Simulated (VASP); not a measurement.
A run of VASP 6.6.1:

The input INCAR:

```
ALGO = Normal
EDIFF = 1E-7
ENCUT = 520
GGA = CA
ISIF = 2
ISMEAR = -1
ISPIN = 2
LASPH = T
LCHARG = T
LELF = T
LMAXMIX = 6
LORBIT = 11
LREAL = F
LVHAR = T
LWAVE = F
MAGMOM = 6.925
NBANDS = 18
NELM = 150
PREC = Accurate
SIGMA = 0.05
```

File KPOINTS:

```
k-points
0
Gamma
  9 9 9
```

Contents of POSCAR:

```
Eu
1.0
   -2.0544259245      2.0544259245      2.0544259245
    2.0544259245     -2.0544259245      2.0544259245
    2.0544259245      2.0544259245     -2.0544259245
Eu
1
Direct
    0.0000000000      0.0000000000      0.0000000000
```

Potentials or basis: VASP PAW PBE potentials, release 64 (Eu).

Command:

```bash
$ cat potpaw_PBE.64/Eu/POTCAR > POTCAR
$ mpirun -np 1 vasp_std > vasp.out
```

Hardware: 1 thread of Intel(R) Xeon(R) 6975P-C (Granite Rapids) (shared host).

Q: Estimate the wall time of this run.

A: Run time: 38 s on 1 thread of Intel(R) Xeon(R) 6975P-C (Granite Rapids) (shared host), peak memory 0.18 GiB. Counts: scf iterations 19, k points 35.
